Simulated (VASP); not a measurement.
# PbSe (I4/mmm) in VASP: notebook

PbSe is run at these levels: PBE+D3(BJ); tasks: single point.

Everything below comes from runs of VASP 6.6.1. Logs are shortened: lines on timing, memory, paths and dates and some standing lists are left out, and cuts for length are marked.

## Step 1: The cell of the first run

Symmetry: I4/mmm, No. 139, tetragonal system. Conventional cell: a = 4.378 Å, b = 4.378 Å, c = 6.601 Å, α = 90.00°, β = 90.00°, γ = 90.00°. Within 4.1 Å of Pb (site symmetry 4/mmm) lie 6 Se at 3.10 to 3.30 Å. Se (site symmetry 4/mmm) has 6 Pb at 3.10 to 3.30 Å within 4.1 Å.

## Step 2: Single point, PBE+D3(BJ) (31.62 Å³/atom)

INCAR

```
  PREC = Accurate
  ENCUT = 520
  EDIFF = 1E-6
  ISMEAR = 0
  SIGMA = 0.03
  LREAL = False
  LASPH = True
  NELM = 100
  ALGO = Normal
  ISIF = 2
  LWAVE = False
  LCHARG = True
  GGA = PE
  IVDW = 12
  LELF = True
  LVHAR = True
  NBANDS = 17
```

KPOINTS

```
regular mesh
0
Gamma
  10 10 10
```

POSCAR

```
PbSe
1.0
    0.0000000000      3.0954007635      3.3003162941
    3.0954007635      0.0000000000      3.3003162941
    3.0954007635      3.0954007635      0.0000000000
Pb Se
1 1
Direct
    0.0000000000      0.0000000000      0.0000000000
    0.5000000000      0.5000000000      0.5000000000
```

Potentials or basis: VASP PAW PBE potentials, release 64 (Pb_d, Se).

Started as:

```
$ cat potpaw_PBE.64/Pb_d/POTCAR potpaw_PBE.64/Se/POTCAR > POTCAR
$ mpirun -np 1 vasp_std > vasp.out
```

OUTCAR:

```text
PREC = Accurate
   ENCUT = 520
   EDIFF = 1E-6
   ISMEAR = 0
   LREAL = False
   LASPH = True
   NELM = 100
   ISIF = 2
   GGA = PE
   IVDW = 12
 IVDW          = 12

 ion  position               nearest neighbor table
   1  0.000  0.000  0.000-   2 3.10   2 3.10   2 3.10   2 3.10   2 3.30   2 3.30
   2  0.500  0.500  0.500-   1 3.10   1 3.10   1 3.10   1 3.10   1 3.30   1 3.30

  LATTYP: Found a body centered tetragonal cell.
 ALAT       =     4.3775577407
 C/A-ratio  =     1.5078345002

  Lattice vectors:

 A1 = (  -3.0954007635,   0.0000000000,   3.3003162941)
 A2 = (   3.0954007635,   0.0000000000,   3.3003162941)
 A3 = (   0.0000000000,   3.0954007635,  -3.3003162941)

Analysis of symmetry for initial positions (statically):
=====================================================================
 Subroutine PRICEL returns:
 Original cell was already a primitive cell.

 Routine SETGRP: Setting up the symmetry group for a
 body centered tetragonal supercell.

 Subroutine GETGRP returns: Found 16 space group operations
 (whereof 16 operations were pure point group operations)
 out of a pool of 16 trial point group operations.

The static configuration has the point symmetry D_4h.

Analysis of symmetry for dynamics (positions and initial velocities):
=====================================================================
 Subroutine PRICEL returns:
 Original cell was already a primitive cell.

 Routine SETGRP: Setting up the symmetry group for a
 body centered tetragonal supercell.

 Subroutine GETGRP returns: Found 16 space group operations
 (whereof 16 operations were pure point group operations)
 out of a pool of 16 trial point group operations.

The dynamic configuration has the point symmetry D_4h.

 Subroutine INISYM returns: Found 16 space group operations
 (whereof 16 operations are pure point group operations),
 and found     1 'primitive' translations

----------------------------------------------------------------------------------------

                                     Primitive cell

  volume of cell :      63.2440

  direct lattice vectors                    reciprocal lattice vectors
     0.000000000  3.095400763  3.300316294    -0.161529972  0.161529972  0.151500631
     3.095400763  0.000000000  3.300316294     0.161529972 -0.161529972  0.151500631
     3.095400763  3.095400763  0.000000000     0.161529972  0.161529972 -0.151500631

  length of vectors
     4.524775522  4.524775522  4.377557741     0.274110024  0.274110024  0.274110024

  position of ions in fractional coordinates (direct lattice)
     0.000000000  0.000000000  0.000000000
     0.500000000  0.500000000  0.500000000

  ion indices of the primitive-cell ions
   primitive index   ion index
                 1           1
                 2           2

----------------------------------------------------------------------------------------

 KPOINTS: regular mesh

Automatic generation of k-mesh.
 Grid dimensions read from file:
 generate k-points for:   10   10   10

 Generating k-lattice:

  Cartesian coordinates                     Fractional coordinates (reciprocal lattice)
    -0.016152997  0.016152997  0.015150063     0.100000000 -0.000000000  0.000000000
     0.016152997 -0.016152997  0.015150063    -0.000000000  0.100000000  0.000000000
     0.016152997  0.016152997 -0.015150063     0.000000000  0.000000000  0.100000000

  Length of vectors
     0.027411002  0.027411002  0.027411002

  Shift w.r.t. Gamma in fractional coordinates (k-lattice)
     0.000000000  0.000000000  0.000000000

 Subroutine IBZKPT returns following result:
 ===========================================

 Found    102 irreducible k-points:

 Following reciprocal coordinates:
            Coordinates               Weight
  0.000000  0.000000  0.000000      1.000000
  0.100000  0.000000  0.000000      8.000000
  0.200000  0.000000  0.000000      8.000000
  0.300000  0.000000  0.000000      8.000000
  0.400000  0.000000  0.000000      8.000000
  0.500000  0.000000  0.000000      4.000000
[... 16 lines left out ...]
  0.300000  0.300000  0.000000      2.000000
  0.400000  0.300000  0.000000      8.000000
 [... further k-points ...]
   k-points           NKPTS =    102   k-points in BZ     NKDIM =    102   number of bands    NBANDS=     17
   number of dos      NEDOS =    301   number of ions     NIONS =      2
   total plane-waves  NPLWV =  46656
   dimension x,y,z NGX =    36 NGY =   36 NGZ =   36
   dimension x,y,z NGXF=    72 NGYF=   72 NGZF=   72
   ions per type =               1   1
   NGX,Y,Z   is equivalent  to a cutoff of  13.23, 13.23, 13.67 a.u.
   NGXF,Y,Z  is equivalent  to a cutoff of  26.45, 26.45, 27.34 a.u.
 SYSTEM =  unknown system
   PREC   = accura    normal or accurate (medium, high low for compatibility)
   ISTART =      0    job   : 0-new  1-cont  2-samecut
   ICHARG =      2    charge: 1-file 2-atom 10-const
   ISPIN  =      1    spin polarized calculation?
   LNONCOLLINEAR =      F non collinear calculations
   LSORBIT =      F    spin-orbit coupling
   LASPH  =      T    aspherical Exc in radial PAW
   ENCUT  =  520.0 eV  38.22 Ry    6.18 a.u.   8.41  8.41  8.14*2*pi/ulx,y,z
   NELM   =    100;   NELMIN=  2; NELMDL= -5     # of ELM steps
   EDIFF  = 0.1E-05   stopping-criterion for ELM
   LREAL  =      F    real-space projection
   EDIFFG = 0.1E-04   stopping-criterion for IOM
   NSW    =      0    number of steps for IOM
   IBRION =     -1    ionic relax: 0-MD 1-quasi-New 2-CG
   NFREE  =      0    steps in history (QN), initial steepest desc. (CG)
   ISIF   =      2    stress and relaxation
   ISYM   =      2    0-nonsym 1-usesym 2-fastsym
   POTIM  = 0.5000    time-step for ionic-motion
   TEBEG  =    0.0;   TEEND  =   0.0 temperature during run
   PSTRESS=    0.0 pullay stress
   NELECT =      20.0000    total number of electrons
   NUPDOWN=      -1.0000    fix difference up-down
   EMIN   =  10.00;   EMAX   =-10.00  energy-range for DOS
   EFERMI =   0.00;   METHOD = LEGACY
   ISMEAR =     0;   SIGMA  =   0.03  broadening in eV -4-tet -1-fermi 0-gaus
   EFERMI_NEDOS =   21; number of points for ismear=-14 and -15
   IALGO  =     38    algorithm
   IMIX   =      4    mixing-type and parameters
     AMIX     =   0.40;   BMIX     =  1.00
     AMIX_MAG =   1.60;   BMIX_MAG =  1.00
  volume/ion in A,a.u.               =      31.62       213.40
  Fermi-wavevector in a.u.,A,eV,Ry     =   1.115351  2.107709 16.925767  1.244009
  Thomas-Fermi vector in A             =   2.251955
   LORBIT       =      0    0 simple, 1 ext, 2 COOP (PROOUT), +10 PAW based schemes
   GGA     = PE    functional components
   LHFCALC =     F    Hartree Fock is set to
   AEXX    =    0.0000 exact exchange contribution
   IVDW    =    12    specifies the selected vdW correction
   LEPSILON=     F    determine dielectric tensor
   LRPA    =     F    only Hartree local field effects (RPA)
 non-spin polarized calculation
 Gauss-broadening in eV      SIGMA  =   0.03
  energy-cutoff  :      520.00
  volume of cell :       63.24
 maximum number of plane-waves:      1745
 NGX is ok and might be reduce to    36
   NGX = 17   NGY = 17   NGZ = 17

 number of electron      19.9999996 magnetization

 Free energy of the ion-electron system (eV)
  ---------------------------------------------------
  ext. energy  EPLUGINS =         0.00000000
  ---------------------------------------------------
  free energy    TOTEN  =        -8.13749399 eV

  energy without entropy =       -8.13749399  energy(sigma->0) =       -8.13749399

 E-fermi :   4.0815     XC(G=0):  -9.0789

 val. band max:        3.9292405325   @ k =   0.5000   0.0000   0.0000
 cond. band min:       4.4213023176   @ k =   0.5000   0.0000   0.0000
 fundamental gap:      0.4920617852
 Fermi energy:         4.0815149770

 k-point     1 :       0.0000    0.0000    0.0000
  band No.  band energies     occupation
      1     -12.8080      2.00000
      2     -12.7972      2.00000
      3     -12.7972      2.00000
      4     -12.7724      2.00000
      5     -12.7596      2.00000
      6      -8.9170      2.00000
[... 9 lines left out ...]
     16      10.7790      0.00000
     17      11.2267      0.00000

 k-point     2 :       0.1000    0.0000    0.0000
  band No.  band energies     occupation
      1     -12.8081      2.00000
      2     -12.7968      2.00000
      3     -12.7959      2.00000
      4     -12.7706      2.00000
      5     -12.7610      2.00000
      6      -8.8536      2.00000
[... 9 lines left out ...]
     16      10.9640      0.00000
     17      11.8604      0.00000

 k-point     3 :       0.2000    0.0000    0.0000
  band No.  band energies     occupation
      1     -12.8091      2.00000
      2     -12.7955      2.00000
      3     -12.7930      2.00000
      4     -12.7656      2.00000
      5     -12.7642      2.00000
      6      -8.6746      2.00000
[... 9 lines left out ...]
     16      11.4575      0.00000
     17      13.1684      0.00000

 k-point     4 :       0.3000    0.0000    0.0000
  band No.  band energies     occupation
      1     -12.8113      2.00000
      2     -12.7940      2.00000
      3     -12.7909      2.00000
      4     -12.7667      2.00000
      5     -12.7586      2.00000
      6      -8.4195      2.00000
[... 9 lines left out ...]
     16      12.2277      0.00000
     17      14.5766      0.00000
[... 343 lines left out ...]
      1     -12.8093      2.00000
      2     -12.7966      2.00000
      3     -12.7875      2.00000
      4     -12.7740      2.00000
      5     -12.7524      2.00000
      6      -8.3077      2.00000
[... 9 lines left out ...]
     16      12.3829      0.00000
     17      13.8965      0.00000

 k-point    23 :       0.3000    0.3000    0.0000
  band No.  band energies     occupation
      1     -12.8439      2.00000
      2     -12.7805      2.00000
      3     -12.7805      2.00000
      4     -12.7785      2.00000
      5     -12.7534      2.00000
      6      -8.3518      2.00000
[... 9 lines left out ...]
     16      14.0709      0.00000
     17      14.0772      0.00000

 k-point    24 :       0.4000    0.3000    0.0000
  band No.  band energies     occupation
      1     -12.8502      2.00000
      2     -12.7791      2.00000
      3     -12.7775      2.00000
      4     -12.7765      2.00000
      5     -12.7537      2.00000
      6      -8.1856      2.00000
[... 9 lines left out ...]
     16      14.6359      0.00000
     17      15.0851      0.00000

 [... further k-points ...]

------------------------ aborting loop because EDIFF is reached ----------------------------------------

 Edisp (eV)   -0.67296

 E8    (eV) :    -0.3145

  FORCE on cell =-STRESS in cart. coord.  units (eV):
  Direction    XX          YY          ZZ          XY          YZ          ZX
  --------------------------------------------------------------------------------------
  -------------------------------------------------------------------------------------
  Total      -0.31881    -0.31881    -2.12015     0.00000     0.00000    -0.00000
  in kB      -8.07652    -8.07652   -53.71021     0.00000     0.00000    -0.00000
  external pressure =      -23.29 kB  Pullay stress =        0.00 kB

 VOLUME and BASIS-vectors are now :
 -----------------------------------------------------------------------------
  energy-cutoff  :      520.00
  volume of cell :       63.24
      direct lattice vectors                 reciprocal lattice vectors
     0.000000000  3.095400763  3.300316294    -0.161529972  0.161529972  0.151500631
     3.095400763  0.000000000  3.300316294     0.161529972 -0.161529972  0.151500631
     3.095400763  3.095400763  0.000000000     0.161529972  0.161529972 -0.151500631

 POSITION                                       TOTAL-FORCE (eV/Angst)
 -----------------------------------------------------------------------------------
      0.00000      0.00000      0.00000        -0.000000      0.000000      0.000000
      3.09540      3.09540      3.30032         0.000000     -0.000000     -0.000000
 -----------------------------------------------------------------------------------
    total drift:                                0.000000      0.000000      0.000000

  FREE ENERGIE OF THE ION-ELECTRON SYSTEM (eV)
  ---------------------------------------------------
  free  energy   TOTEN  =        -8.8104589046 eV

  energy  without entropy=       -8.8104589046  energy(sigma->0) =       -8.81045890
```

Run time: 2.5 min. Hardware: 1 thread of Intel Xeon 8259CL, shared host; peak memory 0.29 GiB.

What came out:

```
Free energy                : -8.8105 eV
Pressure                   : -2.3 GPa
Band gap on the k mesh     : 0.49 eV
Dispersion energy per atom : -0.336 eV
```

Caveat: spin-orbit coupling is left out, which moves the levels of the heavy elements. A k mesh can miss the band edges.

## Step 3: Single point, PBE+D3(BJ) (31.62 Å³/atom)

INCAR

```
  PREC = Accurate
  ENCUT = 520
  EDIFF = 1E-7
  ISMEAR = 0
  SIGMA = 0.03
  LREAL = False
  LASPH = True
  NELM = 60
  ALGO = Normal
  ISIF = 2
  LWAVE = False
  LCHARG = False
  GGA = PE
  IVDW = 12
  NBANDS = 17
```

KPOINTS is that of step 2.

POSCAR

```
PbSe
1.0
    0.0000000000      3.2305584234      3.0299407453
    3.2305584234      0.0000000000      3.0299407453
    3.2305584234      3.2305584234      0.0000000000
Pb Se
1 1
Direct
    0.0000000000      0.0000000000      0.0000000000
    0.5000000000      0.5000000000      0.5000000000
```

Potentials or basis: VASP PAW PBE potentials, release 64 (Pb_d, Se).

Started as:

```
$ cat potpaw_PBE.64/Pb_d/POTCAR potpaw_PBE.64/Se/POTCAR > POTCAR
$ mpirun -np 1 vasp_std > vasp.out
```

It took 2.4 min on 1 thread of Intel Xeon 8259CL, shared host; peak memory 0.29 GiB.

Results (log left out):

| Property | Result |
| --- | --- |
| Free energy | -8.8037 eV |
| Pressure | -2.1 GPa |
| Band gap on the k mesh | 0.47 eV |
| Dispersion energy per atom | -0.337 eV |

Stress tensor (GPa, compression positive):
```
-4.06  0.00  0.00
 0.00 -4.06  0.00
 0.00  0.00  1.71
```

Levels at points of the mesh, in eV from the valence-band top:
```tsv
k point	band 8	band 9	band 10	band 11	band 12	band 13
(0.00, 0.00, 0.00)	-1.87	-1.31	-1.31	4.03	4.03	5.42
(0.50, 0.00, 0.00)	-1.20	-1.12	0.00	0.47	1.70	2.05
(0.50, 0.50, 0.00)	-4.34	-2.76	-2.76	3.91	5.02	5.02
(0.50, 0.00, 0.50)	-4.20	-2.97	-2.33	4.15	4.65	5.36
```

Caveat: spin-orbit coupling is left out, which moves the levels of the heavy elements. A k mesh can miss the band edges.

## Step 4: Single point, PBE+D3(BJ) (32.31 Å³/atom)

This run uses another cell than the first one, of 32.31 Å³/atom.

INCAR

```
PREC = Accurate
ENCUT = 520
EDIFF = 1E-6
ISMEAR = 0
SIGMA = 0.03
LREAL = False
LASPH = True
NELM = 100
ALGO = Normal
ISIF = 2
LWAVE = False
LCHARG = True
GGA = PE
IVDW = 12
LELF = True
LVHAR = True
NBANDS = 17
```

KPOINTS is that of step 3.

POSCAR

```
PbSe
1.0
    0.0000000000      3.2366763414      3.0845525533
    3.2366763414      0.0000000000      3.0845525533
    3.2366763414      3.2366763414      0.0000000000
Pb Se
1 1
Direct
    0.0000000000      0.0000000000      0.0000000000
    0.5000000000      0.5000000000      0.5000000000
```

Potentials or basis: VASP PAW PBE potentials, release 64 (Pb_d, Se).

Started as:

```
$ cat potpaw_PBE.64/Pb_d/POTCAR potpaw_PBE.64/Se/POTCAR > POTCAR
$ mpirun -np 1 vasp_std > vasp.out
```

OUTCAR:

```text
PREC = Accurate
   ENCUT = 520
   EDIFF = 1E-6
   ISMEAR = 0
   LREAL = False
   LASPH = True
   NELM = 100
   ISIF = 2
   GGA = PE
   IVDW = 12
 IVDW          = 12

 ion  position               nearest neighbor table
   1  0.000  0.000  0.000-   2 3.08   2 3.08   2 3.24   2 3.24   2 3.24   2 3.24
   2  0.500  0.500  0.500-   1 3.08   1 3.08   1 3.24   1 3.24   1 3.24   1 3.24

  LATTYP: Found a body centered tetragonal cell.
 ALAT       =     4.5773515790
 C/A-ratio  =     1.3477455249

  Lattice vectors:
[... 670 lines left out ...]

 Edisp (eV)   -0.67519

 E8    (eV) :    -0.3161

  FORCE on cell =-STRESS in cart. coord.  units (eV):
  Direction    XX          YY          ZZ          XY          YZ          ZX
  --------------------------------------------------------------------------------------
  -------------------------------------------------------------------------------------
  Total      -1.31770    -1.31770     0.20496     0.00000    -0.00000    -0.00000
  in kB     -32.66679   -32.66679     5.08106     0.00000    -0.00000    -0.00000
  external pressure =      -20.08 kB  Pullay stress =        0.00 kB

 VOLUME and BASIS-vectors are now :
 -----------------------------------------------------------------------------
  energy-cutoff  :      520.00
  volume of cell :       64.63
      direct lattice vectors                 reciprocal lattice vectors
     0.000000000  3.236676341  3.084552553    -0.154479456  0.154479456  0.162098065
     3.236676341  0.000000000  3.084552553     0.154479456 -0.154479456  0.162098065
     3.236676341  3.236676341  0.000000000     0.154479456  0.154479456 -0.162098065

 POSITION                                       TOTAL-FORCE (eV/Angst)
 -----------------------------------------------------------------------------------
      0.00000      0.00000      0.00000         0.000000      0.000000      0.000000
      3.23668      3.23668      3.08455         0.000000      0.000000     -0.000000
 -----------------------------------------------------------------------------------
    total drift:                                0.000000      0.000000      0.000000

  FREE ENERGIE OF THE ION-ELECTRON SYSTEM (eV)
  ---------------------------------------------------
  free  energy   TOTEN  =        -8.8067453166 eV

  energy  without entropy=       -8.8067453166  energy(sigma->0) =       -8.80674532
```

OSZICAR:

```text
N       E                     dE             d eps       ncg     rms          rms(c)
DAV:   1     0.154979388588E+03    0.15498E+03   -0.93636E+03  3484   0.116E+03
DAV:   2     0.348309823267E+01   -0.15150E+03   -0.14642E+03  3649   0.300E+02
DAV:   3    -0.822491189290E+01   -0.11708E+02   -0.11610E+02  4472   0.888E+01
DAV:   4    -0.850864608570E+01   -0.28373E+00   -0.28348E+00  4343   0.159E+01
DAV:   5    -0.851845144489E+01   -0.98054E-02   -0.98050E-02  5023   0.284E+00    0.271E+00
DAV:   6    -0.813166076321E+01    0.38679E+00   -0.10293E+00  5063   0.610E+00    0.138E+00
DAV:   7    -0.812816902407E+01    0.34917E-02   -0.13825E-01  4064   0.168E+00    0.822E-01
DAV:   8    -0.813217693503E+01   -0.40079E-02   -0.17283E-02  4139   0.131E+00    0.213E-01
DAV:   9    -0.813142230179E+01    0.75463E-03   -0.38647E-03  5218   0.499E-01    0.764E-02
DAV:  10    -0.813154489108E+01   -0.12259E-03   -0.30672E-04  3990   0.102E-01    0.264E-02
DAV:  11    -0.813155591077E+01   -0.11020E-04   -0.49763E-05  4587   0.695E-02    0.661E-03
DAV:  12    -0.813155622220E+01   -0.31144E-06   -0.24391E-06  4517   0.121E-02
   1 F= -.88067453E+01 E0= -.88067453E+01  d E =-.550176E-17
```

stdout:

```text
POSCAR found type information on POSCAR PbSe
 POSCAR found :  2 types and       2 ions
 scaLAPACK will be used
 LDA part: xc-table for (Slater+PW92), standard interpolation
 POSCAR, INCAR and KPOINTS ok, starting setup
 FFT: planning ... GRIDC
 FFT: planning ... GRID_SOFT
 FFT: planning ... GRID
 WAVECAR not read
 entering main loop
```

Wall time 2.2 min (1 thread of Intel Xeon 8259CL, shared host); peak memory 0.29 GiB.

What came out:

```
Free energy                : -8.8067 eV
Pressure                   : -2.0 GPa
Band gap on the k mesh     : 0.57 eV
Dispersion energy per atom : -0.338 eV
```

Stress tensor (GPa, compression positive):
```
-3.27  0.00  0.00
 0.00 -3.27  0.00
 0.00  0.00  0.51
```

Caveat: spin-orbit coupling is left out, which moves the levels of the heavy elements. A k mesh can miss the band edges.

## Step 5: The runs side by side

```tsv
cell	gap on the mesh (eV)	pressure (GPa)
a = 4.525, b = 4.525, c = 4.378 Å, angles 61.1, 61.1, 57.9°, 2 atoms	0.49	-2.3
a = 4.429, b = 4.429, c = 4.569 Å, angles 59.0, 59.0, 62.1°, 2 atoms	0.47	-2.1
a = 4.471, b = 4.471, c = 4.577 Å, angles 59.2, 59.2, 61.6°, 2 atoms	0.57	-2.0
```

Alike in all rows: task single point; level PBE+D3(BJ); potentials or basis VASP PAW PBE potentials, release 64 (Pb_d, Se); no spin polarisation; k mesh 10 × 10 × 10; cutoff (eV) 520; smearing gaussian 0.03 eV.

Caveats: spin-orbit coupling is left out, which moves the levels of the heavy elements.

Total energies depend on the potentials used, so only differences within one code and one set of settings carry meaning.
